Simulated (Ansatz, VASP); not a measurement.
## Two plane-wave programs on Na

```xyz
2
Lattice="-3.2842 3.2842 1.7806 3.2842 -3.2842 1.7806 3.2842 3.2842 -1.7806" Properties=species:S:1:pos:R:3 pbc="T T T"
Na    0.0000    0.0000    0.0000
Na    0.0000    3.2842    0.8903
```

Alike in both runs: functional PBE; k mesh 18 × 18 × 18; occupations gaussian, width 0.1 eV; no spin polarisation.

Ansatz relaxed the structure, and its values are those at the end. VASP's run is a single point on that final structure, the one shown.

```csv
,VASP,Ansatz
version,VASP 6.6.1,Ansatz 0.2.0
potentials or method,"VASP PAW PBE potentials, release 64 (Na_pv), cutoff 520 eV","scalar-relativistic, plane waves, PAW"
valence electrons in the cell,14,18
```

|  | VASP | Ansatz | Ansatz less VASP |
| --- | --- | --- | --- |
| gap on the k mesh at the Fermi level (eV) | none | none | - |
| pressure (GPa) | 0.0 | 0.0 | +0.03 |

A gap of «none» marks a metal or a gap that the smearing closes. VASP's potentials hold 14 valence electrons a cell and Ansatz's 18, so a difference there can come from the potentials and not from the codes.
